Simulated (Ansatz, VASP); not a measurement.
**VH2 in VASP and in Ansatz**

```xyz
3
Lattice="0.0000 2.1355 2.1355 2.1355 0.0000 2.1355 2.1355 2.1355 0.0000" Properties=species:S:1:pos:R:3 pbc="T T T"
V    -0.0641    0.0641    0.0641
H     1.1318    1.0037    1.0037
H     3.2032    3.2032    3.2032
```

Change from the starting cell: shortest bond scaled by 1.12, LAPW.

Alike in both runs: task single point; functional LDA; k mesh 11 × 11 × 11; occupations fermi-dirac, width 0.05 eV; collinear spin.

|  | VASP | Ansatz |
| --- | --- | --- |
| version | VASP 6.6.1 | Ansatz 0.2.0 |
| potentials or method | VASP PAW LDA potentials, release 64 (V_sv, H), cutoff 520 eV | all-electron LAPW, scalar-relativistic |

Ansatz gave:

- pressure (GPa): -14.3
- rms of the force components (eV/Å): 0.492
- net moment per atom (μB): 0.00

Task: Estimate VASP's values.

Result: Pressure (GPa): -14.0; rms of the force components (eV/Å): 0.495; net moment per atom (μB): 0.00.

LDA's correlation is that of Perdew and Zunger in VASP and of Perdew and Wang (1992) in Ansatz. Atom by atom the forces differ by 0.002 eV/Å (rms over components). Ansatz ran all-electron here, and VASP with PAW potentials. Ansatz's warnings: seeded moment not kept.
